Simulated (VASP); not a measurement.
# Pt in VASP: relaxation of the atoms with PBE

Aim: the relaxation of the atoms of Pt with PBE.

Program: VASP 6.6.1. These are calculated values, not measurements. Logs are shortened: lines on timing, memory, paths and dates and some standing lists are left out, and cuts for length are marked.

**1. The cell of the first run**

The cell holds a slab with vacuum, 4 atoms: a = 2.808 Å, b = 2.808 Å, c = 21.957 Å, α = 90.00°, β = 90.00°, γ = 90.00°.

**2. Relaxation of the atoms, PBE**

INCAR

```
PREC = Accurate
ENCUT = 450
EDIFF = 1E-7
ISMEAR = -1
SIGMA = 0.08
LREAL = F
LASPH = T
NELM = 120
ALGO = Normal
ISIF = 2
LWAVE = F
LCHARG = F
LDIPOL = T
IDIPOL = 3
DIPOL = 0.5 0.5 0.500
GGA = PE
IBRION = 2
NSW = 32
EDIFFG = -0.01
GGA_COMPAT = F
NELMIN = 4
NELMDL = -8
```

KPOINTS

```
Automatic mesh
0
Gamma
  12 12 1
```

POSCAR

```
Pt
1.0
    2.8080030018      0.0000000000      0.0000000000
    0.0000000000      2.8080030018      0.0000000000
    0.0000000000      0.0000000000     21.9567000000
Pt
4
Direct
    0.2500000000      0.2500000000      0.3674470146
    0.7500000000      0.7500000000      0.4553827397
    0.2500000000      0.2500000000      0.5446172600
    0.7500000000      0.7500000000      0.6325529850
```

Potentials or basis: VASP PAW PBE potentials, release 64 (Pt).

The run is started by

```console
$ cat potpaw_PBE.64/Pt/POTCAR > POTCAR
$ mpirun -np 1 vasp_std > vasp.out
```

OUTCAR:

```text
PREC = Accurate
   ENCUT = 450
   EDIFF = 1E-7
   ISMEAR = -1
   LREAL = F
   LASPH = T
   NELM = 120
   ISIF = 2
   GGA = PE
   IBRION = 2
   NSW = 32
   EDIFFG = -0.01
   NELMIN = 4
   NELMDL = -8

 ion  position               nearest neighbor table
   1  0.250  0.250  0.367-   2 2.77   2 2.77   2 2.77   2 2.77
   2  0.750  0.750  0.455-   1 2.77   1 2.77   1 2.77   1 2.77   3 2.79   3 2.79   3 2.79   3 2.79

   3  0.250  0.250  0.545-   4 2.77   4 2.77   4 2.77   4 2.77   2 2.79   2 2.79   2 2.79   2 2.79

   4  0.750  0.750  0.633-   3 2.77   3 2.77   3 2.77   3 2.77

  LATTYP: Found a simple tetragonal cell.
 ALAT       =     2.8080030018
 C/A-ratio  =     7.8193292478

  Lattice vectors:

 A1 = (   2.8080030018,   0.0000000000,   0.0000000000)
 A2 = (   0.0000000000,   2.8080030018,   0.0000000000)
 A3 = (   0.0000000000,   0.0000000000,  21.9567000000)

Analysis of symmetry for initial positions (statically):
=====================================================================
 Subroutine PRICEL returns:
 Original cell was already a primitive cell.

 Routine SETGRP: Setting up the symmetry group for a
 simple tetragonal supercell.

 Subroutine GETGRP returns: Found 16 space group operations
 (whereof  4 operations were pure point group operations)
 out of a pool of 16 trial point group operations.

The static configuration has the point symmetry C_2h.
 The point group associated with its full space group is D_4h.

Analysis of symmetry for dynamics (positions and initial velocities):
=====================================================================
 Subroutine PRICEL returns:
 Original cell was already a primitive cell.

 Routine SETGRP: Setting up the symmetry group for a
 simple tetragonal supercell.

 Subroutine GETGRP returns: Found 16 space group operations
 (whereof  4 operations were pure point group operations)
 out of a pool of 16 trial point group operations.

The dynamic configuration has the point symmetry C_2h.
 The point group associated with its full space group is D_4h.

 Subroutine INISYM returns: Found 16 space group operations
 (whereof  4 operations are pure point group operations),
 and found     1 'primitive' translations

----------------------------------------------------------------------------------------

                                     Primitive cell

  volume of cell :     173.1260

  direct lattice vectors                    reciprocal lattice vectors
     2.808003002  0.000000000  0.000000000     0.356124975  0.000000000  0.000000000
     0.000000000  2.808003002  0.000000000     0.000000000  0.356124975  0.000000000
     0.000000000  0.000000000 21.956700000     0.000000000  0.000000000  0.045544185

  length of vectors
     2.808003002  2.808003002 21.956700000     0.356124975  0.356124975  0.045544185

  position of ions in fractional coordinates (direct lattice)
     0.250000000  0.250000000  0.367447015
     0.750000000  0.750000000  0.455382740
     0.250000000  0.250000000  0.544617260
     0.750000000  0.750000000  0.632552985

  ion indices of the primitive-cell ions
   primitive index   ion index
                 1           1
                 2           2
                 3           3
                 4           4

----------------------------------------------------------------------------------------

 KPOINTS: Automatic mesh

Automatic generation of k-mesh.
 Grid dimensions read from file:
 generate k-points for:   12   12    1

 Generating k-lattice:

  Cartesian coordinates                     Fractional coordinates (reciprocal lattice)
     0.029677081  0.000000000  0.000000000     0.083333333  0.000000000  0.000000000
     0.000000000  0.029677081  0.000000000     0.000000000  0.083333333  0.000000000
     0.000000000  0.000000000  0.045544185     0.000000000  0.000000000  1.000000000

  Length of vectors
     0.029677081  0.029677081  0.045544185

  Shift w.r.t. Gamma in fractional coordinates (k-lattice)
     0.000000000  0.000000000  0.000000000

 Subroutine IBZKPT returns following result:
 ===========================================

 Found     28 irreducible k-points:

 Following reciprocal coordinates:
            Coordinates               Weight
  0.000000  0.000000  0.000000      1.000000
  0.083333  0.000000  0.000000      4.000000
  0.166667  0.000000  0.000000      4.000000
  0.250000  0.000000  0.000000      4.000000
  0.333333  0.000000  0.000000      4.000000
  0.416667  0.000000  0.000000      4.000000
[... 16 lines left out ...]
  0.333333  0.333333  0.000000      4.000000
  0.416667  0.333333  0.000000      8.000000
 [... further k-points ...]
   k-points           NKPTS =     28   k-points in BZ     NKDIM =     28   number of bands    NBANDS=     24
   number of dos      NEDOS =    301   number of ions     NIONS =      4
   total plane-waves  NPLWV =  64000
   dimension x,y,z NGX =    20 NGY =   20 NGZ =  160
   dimension x,y,z NGXF=    40 NGYF=   40 NGZF=  320
   ions per type =               4
   NGX,Y,Z   is equivalent  to a cutoff of  11.84, 11.84, 12.11 a.u.
   NGXF,Y,Z  is equivalent  to a cutoff of  23.68, 23.68, 24.23 a.u.
 SYSTEM =  unknown system
   PREC   = accura    normal or accurate (medium, high low for compatibility)
   ISTART =      0    job   : 0-new  1-cont  2-samecut
   ICHARG =      2    charge: 1-file 2-atom 10-const
   ISPIN  =      1    spin polarized calculation?
   LNONCOLLINEAR =      F non collinear calculations
   LSORBIT =      F    spin-orbit coupling
   LASPH  =      T    aspherical Exc in radial PAW
   ENCUT  =  450.0 eV  33.07 Ry    5.75 a.u.   4.86  4.86 37.98*2*pi/ulx,y,z
   NELM   =    120;   NELMIN=  4; NELMDL= -8     # of ELM steps
   EDIFF  = 0.1E-06   stopping-criterion for ELM
   LREAL  =      F    real-space projection
   EDIFFG = -.1E-01   stopping-criterion for IOM
   NSW    =     32    number of steps for IOM
   IBRION =      2    ionic relax: 0-MD 1-quasi-New 2-CG
   NFREE  =      1    steps in history (QN), initial steepest desc. (CG)
   ISIF   =      2    stress and relaxation
   ISYM   =      2    0-nonsym 1-usesym 2-fastsym
   POTIM  = 0.5000    time-step for ionic-motion
   TEBEG  =    0.0;   TEEND  =   0.0 temperature during run
   PSTRESS=    0.0 pullay stress
   NELECT =      40.0000    total number of electrons
   NUPDOWN=      -1.0000    fix difference up-down
   EMIN   =  10.00;   EMAX   =-10.00  energy-range for DOS
   EFERMI =   0.00;   METHOD = LEGACY
   ISMEAR =    -1;   SIGMA  =   0.08  broadening in eV -4-tet -1-fermi 0-gaus
   EFERMI_NEDOS =   21; number of points for ismear=-14 and -15
   IALGO  =     38    algorithm
   IMIX   =      4    mixing-type and parameters
     AMIX     =   0.40;   BMIX     =  1.00
     AMIX_MAG =   1.60;   BMIX_MAG =  1.00
  volume/ion in A,a.u.               =      43.28       292.08
  Fermi-wavevector in a.u.,A,eV,Ry     =   1.004556  1.898335 13.730081  1.009132
  Thomas-Fermi vector in A             =   2.137179
   LORBIT       =      0    0 simple, 1 ext, 2 COOP (PROOUT), +10 PAW based schemes
   GGA     = PE    functional components
   LHFCALC =     F    Hartree Fock is set to
   AEXX    =    0.0000 exact exchange contribution
   IVDW    =     0    specifies the selected vdW correction
   LEPSILON=     F    determine dielectric tensor
   LRPA    =     F    only Hartree local field effects (RPA)
 conjugate gradient relaxation of ions
 non-spin polarized calculation
  energy-cutoff  :      450.00
  volume of cell :      173.13
 maximum number of plane-waves:      3796
 NGX is ok and might be reduce to    20
   NGX =  9   NGY =  9   NGZ = 75

--------------------------------------- Ionic step        1  -------------------------------------------

 number of electron      40.0000017 magnetization

 Free energy of the ion-electron system (eV)
  ---------------------------------------------------
  ext. energy  EPLUGINS =         0.00000000
  ---------------------------------------------------
  free energy    TOTEN  =       -22.68995583 eV

  energy without entropy =      -22.53847884  energy(sigma->0) =      -22.61421733

------------------------ aborting loop because EDIFF is reached ----------------------------------------

  FORCE on cell =-STRESS in cart. coord.  units (eV):
  Direction    XX          YY          ZZ          XY          YZ          ZX
  --------------------------------------------------------------------------------------
  -------------------------------------------------------------------------------------
  Total       -2.9159556     -2.9159556     -0.1080205      0.0000000      0.0000000     -0.0000000
  in kB      -26.9854269    -26.9854269     -0.9996656      0.0000000      0.0000000     -0.0000000
  external PRESSURE =     -18.3235065 kB  Pullay stress =       0.0000000 kB

 VOLUME and BASIS-vectors are now :
 -----------------------------------------------------------------------------
  energy-cutoff  :      450.00
  volume of cell :      173.13
      direct lattice vectors                 reciprocal lattice vectors
     2.808003002  0.000000000  0.000000000     0.356124975  0.000000000  0.000000000
     0.000000000  2.808003002  0.000000000     0.000000000  0.356124975  0.000000000
     0.000000000  0.000000000 21.956700000     0.000000000  0.000000000  0.045544185
[... 39 lines left out ...]
 POSITION                                       TOTAL-FORCE (eV/Angst)
 -----------------------------------------------------------------------------------
      0.70200      0.70200      8.06876         0.000000      0.000000      0.011759
      2.10600      2.10600      9.99878         0.000000      0.000000      0.005386
      0.70200      0.70200     11.95792        -0.000000      0.000000     -0.005386
      2.10600      2.10600     13.88794         0.000000     -0.000000     -0.011759
 -----------------------------------------------------------------------------------
    total drift:                               -0.000000      0.000000      0.000015

  FREE ENERGIE OF THE ION-ELECTRON SYSTEM (eV)
  ---------------------------------------------------
  free  energy   TOTEN  =       -22.6899822232 eV

  energy  without entropy=      -22.5386041507  energy(sigma->0) =      -22.61429319

--------------------------------------- Ionic step        3  -------------------------------------------

 number of electron      40.0000017 magnetization

 dipolmoment           0.000000      0.000000      0.000000 electrons x Angstroem

 Free energy of the ion-electron system (eV)
  ---------------------------------------------------
  ext. energy  EPLUGINS =         0.00000000
  ---------------------------------------------------
  free energy    TOTEN  =       -22.68999693 eV

  energy without entropy =      -22.53869484  energy(sigma->0) =      -22.61434588

 E-fermi :   0.2023     XC(G=0):  -5.6125

 val. band max:        0.1950442783   @ k =   0.0833   0.0833   0.0000
 cond. band min:       0.2074923659   @ k =   0.0833   0.0000   0.0000
 fundamental gap:      0.0124480876
 Fermi energy:         0.2022623531

 k-point     1 :       0.0000    0.0000    0.0000
  band No.  band energies     occupation
      1      -9.0652      2.00000
      2      -7.2822      2.00000
      3      -6.1511      2.00000
      4      -5.8932      2.00000
      5      -5.7447      2.00000
      6      -5.0190      2.00000
[... 16 lines left out ...]
     23       0.4481      0.08847
     24       0.6297      0.00952
[... 598 lines left out ...]
      2      -5.6230      2.00000
      3      -5.4624      2.00000
      4      -5.4462      2.00000
      5      -4.5716      2.00000
      6      -4.3229      2.00000
[... 16 lines left out ...]
     23       4.8334      0.00000
     24       5.0969      0.00000

 [... further k-points ...]

------------------------ aborting loop because EDIFF is reached ----------------------------------------

 vacuum level on the upper side and lower side of the slab       (xc-potential included)        -0.061        -0.061

  FORCE on cell =-STRESS in cart. coord.  units (eV):
  Direction    XX          YY          ZZ          XY          YZ          ZX
  --------------------------------------------------------------------------------------
  -------------------------------------------------------------------------------------
  Total       -2.8818175     -2.8818175     -0.0657571      0.0000000      0.0000000     -0.0000000
  in kB      -26.6694987    -26.6694987     -0.6085423      0.0000000      0.0000000     -0.0000000
  external PRESSURE =     -17.9825133 kB  Pullay stress =       0.0000000 kB

 VOLUME and BASIS-vectors are now :
 -----------------------------------------------------------------------------
  energy-cutoff  :      450.00
  volume of cell :      173.13
      direct lattice vectors                 reciprocal lattice vectors
     2.808003002  0.000000000  0.000000000     0.356124975  0.000000000  0.000000000
     0.000000000  2.808003002  0.000000000     0.000000000  0.356124975  0.000000000
     0.000000000  0.000000000 21.956700000     0.000000000  0.000000000  0.045544185

 POSITION                                       TOTAL-FORCE (eV/Angst)
 -----------------------------------------------------------------------------------
      0.70200      0.70200      8.06939         0.000000     -0.000000      0.007847
      2.10600      2.10600      9.99885        -0.000000      0.000000      0.008259
      0.70200      0.70200     11.95785        -0.000000      0.000000     -0.008259
      2.10600      2.10600     13.88731        -0.000000     -0.000000     -0.007847
 -----------------------------------------------------------------------------------
    total drift:                                0.000000      0.000000      0.000015

  FREE ENERGIE OF THE ION-ELECTRON SYSTEM (eV)
  ---------------------------------------------------
  free  energy   TOTEN  =       -22.6899969298 eV

  energy  without entropy=      -22.5386948401  energy(sigma->0) =      -22.61434588

 reached required accuracy - stopping structural energy minimisation

 vacuum level on the upper side and lower side of the slab         5.778         5.778
```

Run time: 3.7 min. Hardware: 1 thread of Intel Xeon Platinum 8259CL at 2.50GHz (Skylake/Cascade Lake), shared host; peak memory 0.28 GiB.

What came out:

| Property | Result |
| --- | --- |
| Free energy | -22.6900 eV |
| Energy gained by relaxing | 0.0 meV/atom |
| Ionic steps | 3 |
| Largest force after relaxing | 0.008 eV/Å |
| Band gap on the k mesh | zero (bands 20 and 21 overlap by 1.40 eV) |

Forces on the atoms (eV/Å):
```
Pt   0.000  0.000  0.008
Pt   0.000  0.000  0.008
Pt   0.000  0.000 -0.008
Pt   0.000  0.000 -0.008
```

Final structure:
```cif
data_structure
_symmetry_space_group_name_H-M 'P 1'
_symmetry_Int_Tables_number 1
_cell_length_a 2.8080
_cell_length_b 2.8080
_cell_length_c 21.9567
_cell_angle_alpha 90.000
_cell_angle_beta 90.000
_cell_angle_gamma 90.000
_cell_volume 173.13
loop_
_atom_site_label
_atom_site_type_symbol
_atom_site_fract_x
_atom_site_fract_y
_atom_site_fract_z
_atom_site_occupancy
Pt1 Pt 0.25000 0.25000 0.36751 1
Pt2 Pt 0.75000 0.75000 0.45539 1
Pt3 Pt 0.25000 0.25000 0.54461 1
Pt4 Pt 0.75000 0.75000 0.63249 1
```

Levels at points of the mesh, in eV from the Fermi level:
```tsv
k point	band 17	band 18	band 19	band 20	band 21	band 22	band 23	band 24
(0.00, 0.00, 0.00)	-0.86	-0.69	-0.69	-0.11	0.10	0.25	0.25	0.43
(0.50, 0.00, 0.00)	-0.78	-0.78	-0.02	-0.02	1.13	1.13	1.74	1.74
(0.50, 0.50, 0.00)	0.35	0.35	0.93	0.93	3.21	3.21	6.08	6.08
```

Caveat: spin-orbit coupling is left out, which moves the levels of the heavy elements.
